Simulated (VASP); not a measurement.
The system is Ti.

```
Ti
1.0
     0.00000    2.03000    2.03000
     2.03000    0.00000    2.03000
     2.03000    2.03000    0.00000
Ti
1
Direct
  0.00000 0.00000 0.00000
```

* Program: VASP 6.6.1
* Task: relaxation of cell and atoms
* Functional: PBE
* Potentials or basis: VASP PAW PBE potentials, release 64 (Ti_sv)
* Cutoff: 600 eV
* k mesh: 11 × 11 × 11
* Occupations: fermi-dirac, width 0.05 eV
* Spin: no spin polarisation

At the start: pressure 3.8 GPa; volume 16.73 Å³/atom.

Problem. Where does the relaxation end?

Solution. Over 3 steps the energy falls by 6.9 meV/atom and the volume is 17.32 Å³/atom (+3.5 %); space group Fm-3m (No. 225, to 0.05 Å).

Step by step:
```
step  energy change (eV)  largest force (eV/Å)  pressure (GPa)  volume (Å³)
   1              0.0000                0.0000            3.83        16.73
   2             -0.0039                0.0000           -2.27        17.72
   3             -0.0069                0.0000           -0.04        17.32
```

Final structure:
```
Ti
1.0
     0.00000    2.05345    2.05345
     2.05345    0.00000    2.05345
     2.05345    2.05345    0.00000
Ti
1
Direct
  0.00000 0.00000 0.00000
```
